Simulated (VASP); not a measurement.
# BN (Fmm2) in VASP: further runs

Runs on BN. Level: r2SCAN. Tasks: single point.

Everything below comes from runs of VASP 6.6.1. Logs are shortened: lines on timing, memory, paths and dates and some standing lists are left out, and cuts for length are marked.

## Step 1: The cell of the first run

It takes space group Fmm2 (No. 42, orthorhombic). Conventional cell: a = 2.503 Å, b = 6.991 Å, c = 4.332 Å, α = 90.00°, β = 90.00°, γ = 90.00°. B (site symmetry mm2) has 1 N at 0.84 Å within 1.1 Å. N (site symmetry mm2) has 1 B at 0.84 Å within 1.1 Å.

## Step 2: Single point, r2SCAN (atom 2 (N) moved by (+0.000, +0.600) A along [1 1 0] and z)

File POSCAR:

```
BN
1.0
    0.0000000000      3.4953158300      2.1660912400
    1.2516321000      0.0000000000      2.1660912400
    1.2516321000      3.4953158300      0.0000000000
B N
1 1
Direct
    0.0000486500      0.0000486500      0.9999513500
    0.8051496611      0.8051496611      0.1948503389
```

File INCAR.step1:

```
  PREC = Accurate
  ENCUT = 520
  ISMEAR = 0
  SIGMA = 0.05
  LREAL = False
  LASPH = True
  NELM = 80
  NBANDS = 11
  GGA = PE
  ALGO = Normal
  EDIFF = 1E-4
  LWAVE = True
  LCHARG = False
```

File INCAR.step2:

```
  PREC = Accurate
  ENCUT = 520
  EDIFF = 1E-6
  ISMEAR = 0
  SIGMA = 0.05
  LREAL = False
  LASPH = True
  NELM = 80
  ALGO = Normal
  ISIF = 2
  LWAVE = False
  LCHARG = True
  METAGGA = R2SCAN
  LMIXTAU = True
  LELF = True
  LVHAR = True
  NBANDS = 11
  ISTART = 1
```

File KPOINTS:

```
regular mesh
0
Gamma
  12 12 12
```

Potentials or basis: VASP PAW PBE potentials, release 64 (B, N).

The run is started by

```sh
$ cat potpaw_PBE.64/B/POTCAR potpaw_PBE.64/N/POTCAR > POTCAR
$ cp INCAR.step1 INCAR
$ mpirun -np 1 vasp_std > vasp.out
$ cp INCAR.step2 INCAR
$ mpirun -np 1 vasp_std > vasp.out
```

OUTCAR:

```text
PREC = Accurate
   ENCUT = 520
   EDIFF = 1E-6
   ISMEAR = 0
   LREAL = False
   LASPH = True
   NELM = 80
   ISIF = 2
   METAGGA = R2SCAN
   ISTART = 1

 ion  position               nearest neighbor table
   1  0.000  0.000  1.000-   2 0.84   2 1.82   2 1.82
   2  0.805  0.805  0.195-   1 0.84   1 1.82   1 1.82

 -----------------------------------------------------------------------------
|                                                                             |
|           W    W    AA    RRRRR   N    N  II  N    N   GGGG   !!!           |
|           W    W   A  A   R    R  NN   N  II  NN   N  G    G  !!!           |
|           W    W  A    A  R    R  N N  N  II  N N  N  G       !!!           |
|           W WW W  AAAAAA  RRRRR   N  N N  II  N  N N  G  GGG   !            |
|           WW  WW  A    A  R   R   N   NN  II  N   NN  G    G                |
|           W    W  A    A  R    R  N    N  II  N    N   GGGG   !!!           |
|                                                                             |
|     The distance between some ions is very small. Please check the          |
|     nearest-neighbor list in the OUTCAR file.                               |
|     I HOPE YOU KNOW WHAT YOU ARE DOING!                                     |
|                                                                             |
 -----------------------------------------------------------------------------

  LATTYP: Found a face centered orthorhombic cell.
 ALAT       =     2.5032642000
 B/A-ratio  =     1.7306133647
 C/A-ratio  =     2.7926064137

  Lattice vectors:

 A1 = (   0.0000000000,   3.4953158300,   2.1660912400)
 A2 = (  -1.2516321000,   3.4953158300,   0.0000000000)
 A3 = (  -1.2516321000,   0.0000000000,   2.1660912400)

Analysis of symmetry for initial positions (statically):
=====================================================================
 Subroutine PRICEL returns:
 Original cell was already a primitive cell.

 Routine SETGRP: Setting up the symmetry group for a
 face centered orthorhombic supercell.

 Subroutine GETGRP returns: Found  4 space group operations
 (whereof  4 operations were pure point group operations)
 out of a pool of  8 trial point group operations.

The static configuration has the point symmetry C_2v.

Analysis of symmetry for dynamics (positions and initial velocities):
=====================================================================
 Subroutine PRICEL returns:
 Original cell was already a primitive cell.

 Routine SETGRP: Setting up the symmetry group for a
 face centered orthorhombic supercell.

 Subroutine GETGRP returns: Found  4 space group operations
 (whereof  4 operations were pure point group operations)
 out of a pool of  8 trial point group operations.

The dynamic configuration has the point symmetry C_2v.

 Subroutine INISYM returns: Found  4 space group operations
 (whereof  4 operations are pure point group operations),
 and found     1 'primitive' translations

----------------------------------------------------------------------------------------

                                     Primitive cell

  volume of cell :      18.9526

  direct lattice vectors                    reciprocal lattice vectors
     0.000000000  3.495315830  2.166091240    -0.399478409  0.143048590  0.230830535
     1.251632100  0.000000000  2.166091240     0.399478409 -0.143048590  0.230830535
     1.251632100  3.495315830  0.000000000     0.399478409  0.143048590 -0.230830535

  length of vectors
     4.112077822  2.501706252  3.712656147     0.483041027  0.483041027  0.483041027

  position of ions in fractional coordinates (direct lattice)
     0.000048650  0.000048650  0.999951350
     0.805149661  0.805149661  0.194850339

  ion indices of the primitive-cell ions
   primitive index   ion index
                 1           1
                 2           2

----------------------------------------------------------------------------------------

 KPOINTS: regular mesh

Automatic generation of k-mesh.
 Grid dimensions read from file:
 generate k-points for:   12   12   12

 Generating k-lattice:

  Cartesian coordinates                     Fractional coordinates (reciprocal lattice)
    -0.033289867  0.011920716  0.019235878     0.083333333  0.000000000  0.000000000
     0.033289867 -0.011920716  0.019235878     0.000000000  0.083333333  0.000000000
     0.033289867  0.011920716 -0.019235878     0.000000000  0.000000000  0.083333333

  Length of vectors
     0.040253419  0.040253419  0.040253419

  Shift w.r.t. Gamma in fractional coordinates (k-lattice)
     0.000000000  0.000000000  0.000000000

 Subroutine IBZKPT returns following result:
 ===========================================

 Found    280 irreducible k-points:

 Following reciprocal coordinates:
            Coordinates               Weight
  0.000000  0.000000  0.000000      1.000000
  0.083333  0.000000 -0.000000      8.000000
  0.166667  0.000000 -0.000000      8.000000
  0.250000  0.000000  0.000000      8.000000
  0.333333  0.000000  0.000000      8.000000
  0.416667  0.000000 -0.000000      8.000000
[... 16 lines left out ...]
  0.500000  0.166667  0.000000      8.000000
 -0.416667  0.166667  0.000000      8.000000
 [... further k-points ...]
   k-points           NKPTS =    280   k-points in BZ     NKDIM =    280   number of bands    NBANDS=     11
   number of dos      NEDOS =    301   number of ions     NIONS =      2
   total plane-waves  NPLWV =  17920
   dimension x,y,z NGX =    32 NGY =   20 NGZ =   28
   dimension x,y,z NGXF=    64 NGYF=   40 NGZF=   56
   ions per type =               1   1
   NGX,Y,Z   is equivalent  to a cutoff of  12.94, 13.29, 12.54 a.u.
   NGXF,Y,Z  is equivalent  to a cutoff of  25.87, 26.58, 25.08 a.u.
 SYSTEM =  unknown system
   PREC   = accura    normal or accurate (medium, high low for compatibility)
   ISTART =      1    job   : 0-new  1-cont  2-samecut
   ICHARG =      0    charge: 1-file 2-atom 10-const
   ISPIN  =      1    spin polarized calculation?
   LNONCOLLINEAR =      F non collinear calculations
   LSORBIT =      F    spin-orbit coupling
   LASPH  =      T    aspherical Exc in radial PAW
   ENCUT  =  520.0 eV  38.22 Ry    6.18 a.u.   7.65  4.65  6.90*2*pi/ulx,y,z
   NELM   =     80;   NELMIN=  2; NELMDL=  0     # of ELM steps
   EDIFF  = 0.1E-05   stopping-criterion for ELM
   LREAL  =      F    real-space projection
   EDIFFG = 0.1E-04   stopping-criterion for IOM
   NSW    =      0    number of steps for IOM
   IBRION =     -1    ionic relax: 0-MD 1-quasi-New 2-CG
   NFREE  =      0    steps in history (QN), initial steepest desc. (CG)
   ISIF   =      2    stress and relaxation
   ISYM   =      2    0-nonsym 1-usesym 2-fastsym
   POTIM  = 0.5000    time-step for ionic-motion
   TEBEG  =    0.0;   TEEND  =   0.0 temperature during run
   PSTRESS=    0.0 pullay stress
   NELECT =       8.0000    total number of electrons
   NUPDOWN=      -1.0000    fix difference up-down
   EMIN   =  10.00;   EMAX   =-10.00  energy-range for DOS
   EFERMI =   0.00;   METHOD = LEGACY
   ISMEAR =     0;   SIGMA  =   0.05  broadening in eV -4-tet -1-fermi 0-gaus
   EFERMI_NEDOS =   21; number of points for ismear=-14 and -15
   IALGO  =     38    algorithm
   IMIX   =      4    mixing-type and parameters
     AMIX     =   0.40;   BMIX     =  1.00
     AMIX_MAG =   1.60;   BMIX_MAG =  1.00
  volume/ion in A,a.u.               =       9.48        63.95
  Fermi-wavevector in a.u.,A,eV,Ry     =   1.228047  2.320672 20.518928  1.508099
  Thomas-Fermi vector in A             =   2.362987
   LORBIT       =      0    0 simple, 1 ext, 2 COOP (PROOUT), +10 PAW based schemes
   METAGGA = R2SCAN    functional components
   LHFCALC =     F    Hartree Fock is set to
   AEXX    =    0.0000 exact exchange contribution
   IVDW    =     0    specifies the selected vdW correction
   LEPSILON=     F    determine dielectric tensor
   LRPA    =     F    only Hartree local field effects (RPA)
 non-spin polarized calculation
 Gauss-broadening in eV      SIGMA  =   0.05
  energy-cutoff  :      520.00
  volume of cell :       18.95
 maximum number of plane-waves:       529
   NGX = 15   NGY =  9   NGZ = 13

 number of electron       8.0000000 magnetization

 Free energy of the ion-electron system (eV)
  ---------------------------------------------------
  ext. energy  EPLUGINS =         0.00000000
  ---------------------------------------------------
  free energy    TOTEN  =         1.68135849 eV

  energy without entropy =        1.68135849  energy(sigma->0) =        1.68135849

 E-fermi :   0.8656     XC(G=0):  -9.9453

 val. band max:        0.5994648827   @ k =  -0.0833   0.0833   0.0000
 cond. band min:       5.8866988448   @ k =   0.0000   0.1667   0.1667
 fundamental gap:      5.2872339621
 Fermi energy:         0.8655730867

 k-point     1 :       0.0000    0.0000    0.0000
  band No.  band energies     occupation
      1     -16.8153      2.00000
      2      -4.9055      2.00000
      3      -3.3858      2.00000
      4       0.5151      2.00000
      5       6.6882      0.00000
      6      13.1054      0.00000
      7      13.2128      0.00000
      8      18.5371      0.00000
      9      24.8465      0.00000
     10      25.2884      0.00000
     11      27.6276      0.00000

 k-point     2 :       0.0833    0.0000   -0.0000
  band No.  band energies     occupation
      1     -16.6957      2.00000
      2      -4.8072      2.00000
      3      -3.6376      2.00000
      4       0.4527      2.00000
      5       6.7941      0.00000
      6      11.7302      0.00000
      7      14.6510      0.00000
      8      18.0681      0.00000
      9      24.2880      0.00000
     10      25.2471      0.00000
     11      28.7566      0.00000

 k-point     3 :       0.1667    0.0000   -0.0000
  band No.  band energies     occupation
      1     -16.3479      2.00000
      2      -4.5493      2.00000
      3      -4.2723      2.00000
      4       0.1964      2.00000
      5       6.9873      0.00000
      6      10.7916      0.00000
      7      15.9116      0.00000
      8      16.9211      0.00000
      9      23.1495      0.00000
     10      25.5860      0.00000
     11      27.7862      0.00000

 k-point     4 :       0.2500    0.0000    0.0000
  band No.  band energies     occupation
      1     -15.8128      2.00000
      2      -5.2362      2.00000
      3      -4.0510      2.00000
      4      -0.2962      2.00000
      5       6.9953      0.00000
      6      10.7059      0.00000
      7      14.9600      0.00000
      8      17.5665      0.00000
      9      21.9961      0.00000
     10      25.4809      0.00000
     11      26.5178      0.00000

 k-point     5 :       0.3333    0.0000    0.0000
  band No.  band energies     occupation
      1     -15.1779      2.00000
      2      -6.2122      2.00000
      3      -3.5342      2.00000
      4      -0.8708      2.00000
      5       6.8183      0.00000
      6      10.9343      0.00000
      7      13.9790      0.00000
      8      18.7465      0.00000
      9      20.8258      0.00000
     10      24.2789      0.00000
     11      26.8483      0.00000
[... 211 lines left out ...]
 k-point    21 :       0.3333    0.1667    0.0000
  band No.  band energies     occupation
      1     -15.7400      2.00000
      2      -4.9867      2.00000
      3      -3.5045      2.00000
      4      -1.8968      2.00000
      5       8.2888      0.00000
      6      12.2555      0.00000
      7      13.5585      0.00000
      8      18.0903      0.00000
      9      21.4295      0.00000
     10      21.8403      0.00000
     11      27.6884      0.00000

 k-point    22 :       0.4167    0.1667    0.0000
  band No.  band energies     occupation
      1     -15.1761      2.00000
      2      -5.6752      2.00000
      3      -3.0337      2.00000
      4      -2.5969      2.00000
      5       8.4616      0.00000
      6      11.2716      0.00000
      7      13.8291      0.00000
      8      18.7627      0.00000
      9      19.4569      0.00000
     10      22.8246      0.00000
     11      27.4796      0.00000

 k-point    23 :       0.5000    0.1667    0.0000
  band No.  band energies     occupation
      1     -14.6338      2.00000
      2      -6.4691      2.00000
      3      -2.8492      2.00000
      4      -2.6910      2.00000
      5       8.1138      0.00000
      6      10.5871      0.00000
      7      15.1204      0.00000
      8      16.9545      0.00000
      9      20.1890      0.00000
     10      23.3417      0.00000
     11      26.6787      0.00000

 k-point    24 :      -0.4167    0.1667    0.0000
  band No.  band energies     occupation
      1     -14.3145      2.00000
      2      -7.0743      2.00000
      3      -2.6687      2.00000
      4      -2.5364      2.00000
      5       7.4979      0.00000
      6      10.5613      0.00000
      7      15.1159      0.00000
      8      17.3851      0.00000
      9      20.1737      0.00000
     10      23.0306      0.00000
     11      25.9725      0.00000

 [... further k-points ...]
[... 5 lines left out ...]
  --------------------------------------------------------------------------------------
  -------------------------------------------------------------------------------------
  Total       -0.5738091     -0.2141894    102.0333988      0.0000000      0.0000000      0.0000000
  in kB      -48.5074166    -18.1066787   8625.4761309      0.0000000      0.0000000      0.0000000
  external PRESSURE =    2852.9540119 kB  Pullay stress =       0.0000000 kB

 VOLUME and BASIS-vectors are now :
 -----------------------------------------------------------------------------
  energy-cutoff  :      520.00
  volume of cell :       18.95
      direct lattice vectors                 reciprocal lattice vectors
     0.000000000  3.495315830  2.166091240    -0.399478409  0.143048590  0.230830535
     1.251632100  0.000000000  2.166091240     0.399478409 -0.143048590  0.230830535
     1.251632100  3.495315830  0.000000000     0.399478409  0.143048590 -0.230830535

 POSITION                                       TOTAL-FORCE (eV/Angst)
 -----------------------------------------------------------------------------------
      1.25163      3.49532      0.00021         0.000000      0.000000    127.417258
      1.25163      3.49532      3.48806         0.000000      0.000000   -127.417258
 -----------------------------------------------------------------------------------
    total drift:                                0.000007      0.000009      0.000444

  FREE ENERGIE OF THE ION-ELECTRON SYSTEM (eV)
  ---------------------------------------------------
  free  energy   TOTEN  =         1.6813584937 eV

  energy  without entropy=        1.6813584937  energy(sigma->0) =        1.68135849
```

It took 6.9 min on 1 thread of AMD EPYC 7R13, shared host; peak memory 0.16 GiB.

What came out:

```
Free energy            : 1.6814 eV
Pressure               : 285.3 GPa
Largest force          : 127.417 eV/Å
Band gap on the k mesh : 5.29 eV (least direct gap 5.76 eV)
```

Forces in eV/Å, atoms in the order of the input:
```
B      0.000    0.000  127.417
N      0.000    0.000 -127.417
```

Levels at points of the mesh, in eV from the valence-band top:
```
           k point  band 1  band 2  band 3  band 4  band 5  band 6  band 7  band 8  band 9
(0.00, 0.00, 0.00)  -17.41   -5.50   -3.99   -0.08    6.09   12.51   12.61   17.94   24.25
(0.50, 0.00, 0.00)  -14.97   -7.95   -3.51   -2.06    5.99    9.51   14.86   17.84   19.40
(0.50, 0.50, 0.00)  -15.75   -6.77   -3.33   -2.54    8.72    9.75   13.34   16.27   19.51
(0.50, 0.00, 0.50)  -17.23   -6.72   -3.83   -0.11    9.86   10.44   12.50   20.61   21.59
(0.00, 0.50, 0.50)  -15.68   -6.53   -3.37   -3.08    5.83   11.31   15.50   16.09   23.37
```

Caveat: the cell differs from its parent crystal (atom 2 (N) moved by (+0.000, +0.600) A along [1 1 0] and z); atoms lie so close that the PAW spheres overlap strongly, which falsifies energies and pressures; the cell stands under pressure; the PAW data sets were made with another functional, which shifts forces and pressure a little.

(Part 1 of 2 ends here.)
